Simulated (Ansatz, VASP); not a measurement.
**One calculation of ZnSe, two programs**

```
Zn Se
1.0
     0.00000    2.83242    2.83242
     2.83242    0.00000    2.83242
     2.83242    2.83242    0.00000
Zn Se
1 1
Direct
  0.00000 0.00000 0.00000
  0.25000 0.25000 0.25000
```

Alike in both runs: task single point; functional HSE06; k mesh 4 × 4 × 4; no spin polarisation.

|  | VASP | Ansatz |
| --- | --- | --- |
| version | VASP 6.6.1 | Ansatz 0.2.0 |
| potentials or method | VASP PAW PBE potentials, release 64 (Zn, Se) | plane waves, PAW |
| plane-wave cutoff (eV) | 520 | 420 |
| occupations | gaussian, width 0.01 eV | fixed |
| valence electrons in the cell | 18 | 28 |

|  | VASP | Ansatz | Ansatz less VASP |
| --- | --- | --- | --- |
| gap on the k mesh at the Fermi level (eV) | 2.43 | 2.44 | +0.010 |
| pressure (GPa) | 1.5 | 1.6 | +0.01 |

VASP's potentials hold 18 valence electrons a cell and Ansatz's 28, so a difference there can come from the potentials and not from the codes. Ansatz's warnings: stress exchange threshold loose, stress scf threshold loose.

The k mesh is coarse, so the values compare programs but aren't converged.
